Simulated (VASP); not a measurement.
The system is PtSe2.

```
Pt Se
1.0
     3.72400    0.00000    0.00000
    -1.86200    3.22508    0.00000
     0.00000    0.00000    5.06200
Pt Se
1 2
Direct
  0.00000 0.00000 0.00000
  0.66667 0.33333 0.75000
  0.33333 0.66667 0.25000
```

| Quantity | Value |
| --- | --- |
| Program | VASP 6.6.1 |
| Task | relaxation of cell and atoms |
| Functional | RPBE |
| Dispersion | D3(BJ) |
| Potentials or basis | VASP PAW PBE potentials, release 64 (Pt, Se) |
| Cutoff | 600 eV |
| k mesh | 8 × 8 × 5 |
| Occupations | fermi-dirac, width 0.05 eV |
| Spin | no spin polarisation |

At the start: pressure -10.2 GPa; volume 20.27 Å³/atom.

Problem. How do energy, volume and symmetry change on relaxing?

Solution. Over 16 steps the energy falls by 231.6 meV/atom and the volume is 16.38 Å³/atom (-19.2 %); space group P-3m1 (No. 164, to 0.1 Å) before and after.

The path:
```tsv
step	energy change (eV)	largest force (eV/Å)	pressure (GPa)	volume (Å³)
1	0.0000	0.2959	-10.15	60.80
2	0.1801	3.6339	22.86	50.18
3	-0.1665	1.4844	0.24	56.11
4	-0.3738	1.2931	0.56	53.61
5	-0.5398	0.4578	10.29	46.48
6	-0.5798	0.7638	4.51	49.74
7	-0.6011	0.5411	5.76	48.74
8	-0.4963	1.4210	-11.22	52.07
9	-0.6493	0.2188	-1.33	49.89
10	-0.6776	0.2255	-0.70	49.43
11	-0.6896	0.2518	0.07	48.95
12	-0.6900	0.2602	0.29	48.84
13	-0.6946	0.0094	0.32	49.06
14	-0.6946	0.0181	0.30	49.08
15	-0.6941	0.0448	-0.84	49.37
16	-0.6947	0.0026	0.01	49.15
```

Final structure:
```
Pt Se
1.0
     3.66344    0.00000    0.00000
    -1.83172    3.17263    0.00000
     0.00000    0.00000    4.22901
Pt Se
1 2
Direct
  0.00000 0.00000 0.00000
  0.66667 0.33333 0.70666
  0.33333 0.66667 0.29334
```

Caveat: the volume moved by over 15 % at a fixed basis, so the end points are rough; the dispersion term is far too large for a dense solid, which distorts pressure and volume; the PAW data sets were made with another functional, which shifts forces and pressure a little.
